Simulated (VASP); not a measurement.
# PIr (zincblende type) (F-43m) in VASP: notebook, part 2 of 2

VASP 6.6.1. Earlier steps stand in the parts before.

## (4) Single point, LDA

This run uses another cell than the first one, of 17.29 Å³/atom, 1.053 times its volume.

Contents of INCAR:

```
ALGO = Normal
EDIFF = 1E-7
ENCUT = 520
ISIF = 2
ISMEAR = -1
LASPH = T
LCHARG = F
LREAL = F
LWAVE = F
NBANDS = 14
NELM = 100
PREC = Accurate
SIGMA = 0.05
```

Contents of KPOINTS:

```
k-points
0
Gamma
  12 12 12
```

Contents of POSCAR:

```
PIr
1.0
    0.0000000000      2.5856518910      2.5856518910
    2.5856518910      0.0000000000      2.5856518910
    2.5856518910      2.5856518910      0.0000000000
Ir P
1 1
Direct
    0.0000000000      0.0000000000      0.0000000000
    0.2500000000      0.2500000000      0.2500000000
```

Potentials or basis: VASP PAW LDA potentials, release 64 (Ir, P).

Launch:

```console
$ cat potpaw_LDA.64/Ir/POTCAR potpaw_LDA.64/P/POTCAR > POTCAR
$ mpirun -np 1 vasp_std > vasp.out
```

OUTCAR:

```text
EDIFF = 1E-7
   ENCUT = 520
   ISIF = 2
   ISMEAR = -1
   LASPH = T
   LREAL = F
   NELM = 100
   PREC = Accurate

 ion  position               nearest neighbor table
   1  0.000  0.000  0.000-   2 2.24   2 2.24   2 2.24   2 2.24
   2  0.250  0.250  0.250-   1 2.24   1 2.24   1 2.24   1 2.24

  LATTYP: Found a face centered cubic cell.
 ALAT       =     5.1713037820

  Lattice vectors:

 A1 = (   0.0000000000,   2.5856518910,   2.5856518910)
 A2 = (   2.5856518910,   0.0000000000,   2.5856518910)
 A3 = (   2.5856518910,   2.5856518910,   0.0000000000)

Analysis of symmetry for initial positions (statically):
=====================================================================
 Subroutine PRICEL returns:
 Original cell was already a primitive cell.

 Routine SETGRP: Setting up the symmetry group for a
 face centered cubic supercell.

 Subroutine GETGRP returns: Found 24 space group operations
 (whereof 24 operations were pure point group operations)
 out of a pool of 48 trial point group operations.

The static configuration has the point symmetry T_d .

Analysis of symmetry for dynamics (positions and initial velocities):
=====================================================================
 Subroutine PRICEL returns:
 Original cell was already a primitive cell.

 Routine SETGRP: Setting up the symmetry group for a
 face centered cubic supercell.

 Subroutine GETGRP returns: Found 24 space group operations
 (whereof 24 operations were pure point group operations)
 out of a pool of 48 trial point group operations.

The dynamic configuration has the point symmetry T_d .

 Subroutine INISYM returns: Found 24 space group operations
 (whereof 24 operations are pure point group operations),
 and found     1 'primitive' translations

----------------------------------------------------------------------------------------

                                     Primitive cell

  volume of cell :      34.5732

  direct lattice vectors                    reciprocal lattice vectors
     0.000000000  2.585651891  2.585651891    -0.193374832  0.193374832  0.193374832
     2.585651891  0.000000000  2.585651891     0.193374832 -0.193374832  0.193374832
     2.585651891  2.585651891  0.000000000     0.193374832  0.193374832 -0.193374832

  length of vectors
     3.656663972  3.656663972  3.656663972     0.334935034  0.334935034  0.334935034

  position of ions in fractional coordinates (direct lattice)
     0.000000000  0.000000000  0.000000000
     0.250000000  0.250000000  0.250000000

  ion indices of the primitive-cell ions
   primitive index   ion index
                 1           1
                 2           2

----------------------------------------------------------------------------------------

 KPOINTS: k-points

Automatic generation of k-mesh.
 Grid dimensions read from file:
 generate k-points for:   12   12   12

 Generating k-lattice:

  Cartesian coordinates                     Fractional coordinates (reciprocal lattice)
    -0.016114569  0.016114569  0.016114569     0.083333333  0.000000000  0.000000000
     0.016114569 -0.016114569  0.016114569     0.000000000  0.083333333  0.000000000
     0.016114569  0.016114569 -0.016114569     0.000000000  0.000000000  0.083333333

  Length of vectors
     0.027911253  0.027911253  0.027911253

  Shift w.r.t. Gamma in fractional coordinates (k-lattice)
     0.000000000  0.000000000  0.000000000

 Subroutine IBZKPT returns following result:
 ===========================================

 Found     72 irreducible k-points:

 Following reciprocal coordinates:
            Coordinates               Weight
  0.000000  0.000000  0.000000      1.000000
  0.083333  0.000000  0.000000      8.000000
  0.166667  0.000000  0.000000      8.000000
  0.250000  0.000000  0.000000      8.000000
  0.333333  0.000000  0.000000      8.000000
  0.416667  0.000000  0.000000      8.000000
[... 16 lines left out ...]
  0.500000  0.166667  0.000000     24.000000
 -0.416667  0.166667  0.000000     24.000000
 [... further k-points ...]
   k-points           NKPTS =     72   k-points in BZ     NKDIM =     72   number of bands    NBANDS=     14
   number of dos      NEDOS =    301   number of ions     NIONS =      2
   total plane-waves  NPLWV =  21952
   dimension x,y,z NGX =    28 NGY =   28 NGZ =   28
   dimension x,y,z NGXF=    56 NGYF=   56 NGZF=   56
   ions per type =               1   1
   NGX,Y,Z   is equivalent  to a cutoff of  12.73, 12.73, 12.73 a.u.
   NGXF,Y,Z  is equivalent  to a cutoff of  25.46, 25.46, 25.46 a.u.
 SYSTEM =  unknown system
   PREC   = accura    normal or accurate (medium, high low for compatibility)
   ISTART =      0    job   : 0-new  1-cont  2-samecut
   ICHARG =      2    charge: 1-file 2-atom 10-const
   ISPIN  =      1    spin polarized calculation?
   LNONCOLLINEAR =      F non collinear calculations
   LSORBIT =      F    spin-orbit coupling
   LASPH  =      T    aspherical Exc in radial PAW
   ENCUT  =  520.0 eV  38.22 Ry    6.18 a.u.   6.80  6.80  6.80*2*pi/ulx,y,z
   NELM   =    100;   NELMIN=  2; NELMDL= -5     # of ELM steps
   EDIFF  = 0.1E-06   stopping-criterion for ELM
   LREAL  =      F    real-space projection
   EDIFFG = 0.1E-05   stopping-criterion for IOM
   NSW    =      0    number of steps for IOM
   IBRION =     -1    ionic relax: 0-MD 1-quasi-New 2-CG
   NFREE  =      0    steps in history (QN), initial steepest desc. (CG)
   ISIF   =      2    stress and relaxation
   ISYM   =      2    0-nonsym 1-usesym 2-fastsym
   POTIM  = 0.5000    time-step for ionic-motion
   TEBEG  =    0.0;   TEEND  =   0.0 temperature during run
   PSTRESS=    0.0 pullay stress
   NELECT =      14.0000    total number of electrons
   NUPDOWN=      -1.0000    fix difference up-down
   EMIN   =  10.00;   EMAX   =-10.00  energy-range for DOS
   EFERMI =   0.00;   METHOD = LEGACY
   ISMEAR =    -1;   SIGMA  =   0.05  broadening in eV -4-tet -1-fermi 0-gaus
   EFERMI_NEDOS =   21; number of points for ismear=-14 and -15
   IALGO  =     38    algorithm
   IMIX   =      4    mixing-type and parameters
     AMIX     =   0.40;   BMIX     =  1.00
     AMIX_MAG =   1.60;   BMIX_MAG =  1.00
  volume/ion in A,a.u.               =      17.29       116.66
  Fermi-wavevector in a.u.,A,eV,Ry     =   1.211167  2.288774 19.958742  1.466926
  Thomas-Fermi vector in A             =   2.346691
   LORBIT       =      0    0 simple, 1 ext, 2 COOP (PROOUT), +10 PAW based schemes
   GGA     = CA    functional components
   LHFCALC =     F    Hartree Fock is set to
   AEXX    =    0.0000 exact exchange contribution
   IVDW    =     0    specifies the selected vdW correction
   LEPSILON=     F    determine dielectric tensor
   LRPA    =     F    only Hartree local field effects (RPA)
 non-spin polarized calculation
  energy-cutoff  :      520.00
  volume of cell :       34.57
 maximum number of plane-waves:       950
   NGX = 13   NGY = 13   NGZ = 13

 number of electron      14.0000000 magnetization

 Free energy of the ion-electron system (eV)
  ---------------------------------------------------
  ext. energy  EPLUGINS =         0.00000000
  ---------------------------------------------------
  free energy    TOTEN  =       -17.08650350 eV

  energy without entropy =      -17.07838876  energy(sigma->0) =      -17.08244613

 E-fermi :   7.2569     XC(G=0): -11.5219

 val. band max:        7.2290884261   @ k =  -0.2500   0.3333   0.0833
 cond. band min:       7.2638324358   @ k =  -0.3333   0.3333   0.0833
 fundamental gap:      0.0347440097
 Fermi energy:         7.2568675548

 k-point     1 :       0.0000    0.0000    0.0000
  band No.  band energies     occupation
      1      -6.2647      2.00000
      2       1.2327      2.00000
      3       1.2327      2.00000
      4       1.2327      2.00000
      5       4.2651      2.00000
      6       4.2651      2.00000
      7      10.9315      0.00000
      8      12.5499      0.00000
      9      12.5499      0.00000
     10      12.5499      0.00000
     11      14.9332      0.00000
     12      14.9332      0.00000
     13      14.9332      0.00000
     14      20.5189      0.00000
[... 375 lines left out ...]
 k-point    24 :      -0.4167    0.1667    0.0000
  band No.  band energies     occupation
      1      -4.4508      2.00000
      2       1.1037      2.00000
      3       1.5788      2.00000
      4       1.9877      2.00000
      5       4.2767      2.00000
      6       4.4689      2.00000
      7       5.4340      2.00000
      8       8.6147      0.00000
      9       9.5417      0.00000
     10      13.0429      0.00000
     11      15.7971      0.00000
     12      16.7689      0.00000
     13      18.7004      0.00000
     14      20.2276      0.00000

 [... further k-points ...]
[... 5 lines left out ...]
  --------------------------------------------------------------------------------------
  -------------------------------------------------------------------------------------
  Total        0.2474465      0.2474465      0.2474465      0.0000000      0.0000000      0.0000000
  in kB       11.4670501     11.4670501     11.4670501      0.0000000      0.0000000      0.0000000
  external PRESSURE =      11.4670501 kB  Pullay stress =       0.0000000 kB

 VOLUME and BASIS-vectors are now :
 -----------------------------------------------------------------------------
  energy-cutoff  :      520.00
  volume of cell :       34.57
      direct lattice vectors                 reciprocal lattice vectors
     0.000000000  2.585651891  2.585651891    -0.193374832  0.193374832  0.193374832
     2.585651891  0.000000000  2.585651891     0.193374832 -0.193374832  0.193374832
     2.585651891  2.585651891  0.000000000     0.193374832  0.193374832 -0.193374832

 POSITION                                       TOTAL-FORCE (eV/Angst)
 -----------------------------------------------------------------------------------
      0.00000      0.00000      0.00000         0.000000      0.000000      0.000000
      1.29283      1.29283      1.29283        -0.000000     -0.000000     -0.000000
 -----------------------------------------------------------------------------------
    total drift:                               -0.000000     -0.000000     -0.000000

  FREE ENERGIE OF THE ION-ELECTRON SYSTEM (eV)
  ---------------------------------------------------
  free  energy   TOTEN  =       -17.0865034997 eV

  energy  without entropy=      -17.0783887638  energy(sigma->0) =      -17.08244613
```

OSZICAR:

```text
N       E                     dE             d eps       ncg     rms          rms(c)
DAV:   1     0.822590023007E+02    0.82259E+02   -0.61811E+03  2040   0.906E+02
DAV:   2    -0.137156689315E+02   -0.95975E+02   -0.82803E+02  2064   0.221E+02
DAV:   3    -0.177534406703E+02   -0.40378E+01   -0.39887E+01  2652   0.508E+01
DAV:   4    -0.178163148125E+02   -0.62874E-01   -0.62842E-01  2348   0.663E+00
DAV:   5    -0.178179201561E+02   -0.16053E-02   -0.16052E-02  2826   0.105E+00    0.172E+01
DAV:   6    -0.171971368934E+02    0.62078E+00   -0.26510E+00  2792   0.181E+01    0.534E+00
DAV:   7    -0.171174481450E+02    0.79689E-01   -0.27345E-01  2676   0.602E+00    0.411E+00
DAV:   8    -0.170865271432E+02    0.30921E-01   -0.28693E-02  2702   0.149E+00    0.297E-01
DAV:   9    -0.170865249112E+02    0.22320E-05   -0.18209E-03  2754   0.338E-01    0.172E-01
DAV:  10    -0.170865152693E+02    0.96419E-05   -0.11510E-04  2646   0.758E-02    0.202E-02
DAV:  11    -0.170865035400E+02    0.11729E-04   -0.32683E-05  3004   0.614E-02    0.126E-02
DAV:  12    -0.170865035063E+02    0.33715E-07   -0.28632E-06  2664   0.111E-02    0.430E-03
DAV:  13    -0.170865034997E+02    0.66161E-08   -0.51006E-08  2016   0.196E-03
   1 F= -.17086503E+02 E0= -.17082446E+02  d E =-.811474E-02
```

It took 17 s on 1 thread of Intel Xeon 6975P-C (Granite Rapids), shared host; peak memory 0.16 GiB.

What came out:

```
Free energy            : -17.0865 eV
Pressure               : 1.1 GPa
Band gap on the k mesh : zero (band 7 reaches 11.08 eV, above the bottom of band 8 at 6.70 eV)
```

Levels at points of the mesh, in eV from the Fermi level:
```tsv
k point	band 4	band 5	band 6	band 7	band 8	band 9	band 10	band 11
(0.00, 0.00, 0.00)	-6.02	-2.99	-2.99	3.67	5.29	5.29	5.29	7.68
(0.50, 0.00, 0.00)	-5.54	-2.59	-2.59	-2.21	2.44	2.44	4.81	9.43
(0.50, 0.50, 0.00)	-4.12	-3.37	-2.08	-2.06	-0.50	-0.50	7.07	7.32
```

Caveat: spin-orbit coupling is left out, which moves the levels of the heavy elements.

## (5) Relaxation of cell and atoms, LDA

This run uses another cell than the first one, of 20.47 Å³/atom, 1.246 times its volume.

Contents of INCAR:

```
SYSTEM = PIr
  ALGO = Normal
  EDIFF = 1E-6
  EDIFFG = -0.005
  ENCUT = 600
  GGA = CA
  IBRION = 2
  ISIF = 3
  ISMEAR = -1
  LASPH = .TRUE.
  LCHARG = .FALSE.
  LREAL = .FALSE.
  LWAVE = .FALSE.
  NELM = 60
  NSW = 60
  PREC = Accurate
  SIGMA = 0.05
```

Contents of KPOINTS:

```
k-points
0
G
  12 12 12
  0 0 0
```

Contents of POSCAR:

```
PIr
1.0
    0.0000000000      2.7355063482      2.7355063482
    2.7355063482      0.0000000000      2.7355063482
    2.7355063482      2.7355063482      0.0000000000
Ir P
1 1
Direct
    0.0000000000      0.0000000000      0.0000000000
    0.2500000000      0.2500000000      0.2500000000
```

Launch:

```console
$ cat potpaw_LDA.64/Ir/POTCAR potpaw_LDA.64/P/POTCAR > POTCAR
$ mpirun -np 1 vasp_std > vasp.out
```

It took 49 s on 1 thread of Intel Xeon 6975P-C (Granite Rapids), shared host; peak memory 0.19 GiB.

It converged, with:

```yaml
Free_energy: -17.0882 eV
Relaxed_volume: 17.39 Å³/atom
Relaxed_cell: a = 3.664 Å, b = 3.664 Å, c = 3.664 Å, α = 60.00°, β = 60.00°, γ = 60.00°
Space_group_after_relaxing_to_0.05_Å: F-43m (No. 216)
Energy_gained_by_relaxing: 241.9 meV/atom
Ionic_steps: 5
Pressure_after_relaxing: 0.0 GPa
Band_gap_on_the_k_mesh: zero (band 7 reaches 10.98 eV, above the bottom of band 8 at 6.63 eV)
```

Step by step:
```
step  energy change (eV)  largest force (eV/Å)  pressure (GPa)  volume (Å³)
   1              0.0000                0.0000          -21.51        40.94
   2              1.3644                0.0000           93.41        26.72
   3             -0.4801                0.0000           -2.50        35.24
   4             -0.4834                0.0000           -0.83        34.93
   5             -0.4837                0.0000            0.03        34.77
```

Final structure:
```
Ir P
1.0
     0.00000    2.59066    2.59066
     2.59066    0.00000    2.59066
     2.59066    2.59066    0.00000
Ir P
1 1
Direct
  0.00000 0.00000 0.00000
  0.25000 0.25000 0.25000
```

Levels at points of the mesh, in eV from the Fermi level:
```
           k point  band 4  band 5  band 6  band 7  band 8  band 9  band 10  band 11
(0.00, 0.00, 0.00)   -5.98   -2.96   -2.96    3.65    5.27    5.27     5.27     7.65
(0.50, 0.00, 0.00)   -5.50   -2.56   -2.56   -2.19    2.43    2.43     4.80     9.40
(0.50, 0.50, 0.00)   -4.10   -3.33   -2.06   -2.04   -0.49   -0.49     7.05     7.27
```

Caveat: the volume moved by over 15 % at a fixed basis, so the end points are rough; spin-orbit coupling is left out, which moves the levels of the heavy elements.

## (6) Single point, LDA (volume scaled by 0.4)

Contents of INCAR:

```
SYSTEM = PIr
ALGO = Normal
EDIFF = 1E-6
ENCUT = 520
GGA = CA
ISIF = 2
ISMEAR = -1
LASPH = .True.
LCHARG = .False.
LREAL = .False.
LWAVE = .False.
NBANDS = 14
NELM = 80
PREC = Accurate
SIGMA = 0.05
```

Contents of KPOINTS:

```
k-points
0
Gamma
  12 12 12
  0 0 0
```

Contents of POSCAR:

```
PIr
1.0
    0.0000000000      1.9051246022      1.9051246022
    1.9051246022      0.0000000000      1.9051246022
    1.9051246022      1.9051246022      0.0000000000
Ir P
1 1
Direct
    0.0000000000      0.0000000000      0.0000000000
    0.2500000000      0.2500000000      0.2500000000
```

Potentials or basis: VASP PAW LDA potentials, release 64 (Ir, P).

Launch:

```console
$ cat potpaw_LDA.64/Ir/POTCAR potpaw_LDA.64/P/POTCAR > POTCAR
$ mpirun -np 1 vasp_std > vasp.out
```

It took 15 s on 1 thread of Intel Xeon 8259CL, shared host; peak memory 0.13 GiB.

The run converged, but its numbers aren't listed here, since they failed a check.

Caveat: the cell differs from its parent crystal (volume scaled by 0.4); spin-orbit coupling is left out, which moves the levels of the heavy elements.

## (7) Overview

| task | cell | cutoff (eV) | gap on the mesh (eV) | pressure (GPa) |
| --- | --- | --- | --- | --- |
| single point | a = 3.595 Å, angles 60.0°, 2 atoms | 520 | none | 12.7 |
| single point | a = 3.657 Å, angles 60.0°, 2 atoms | 520 | none | 1.1 |
| relaxation of cell and atoms | relaxed from a = 3.869 Å, angles 60.0°, 2 atoms | 600 | none | 0.0 |

Alike in all rows: level LDA; potentials or basis VASP PAW LDA potentials, release 64 (Ir, P); no spin polarisation; k mesh 12 × 12 × 12; smearing fermi-dirac 0.05 eV.

Caveats: spin-orbit coupling is left out, which moves the levels of the heavy elements; the volume moved by over 15 % at a fixed basis, so the end points are rough (some runs).

Absolute energies hang on the potentials; compare differences alone.
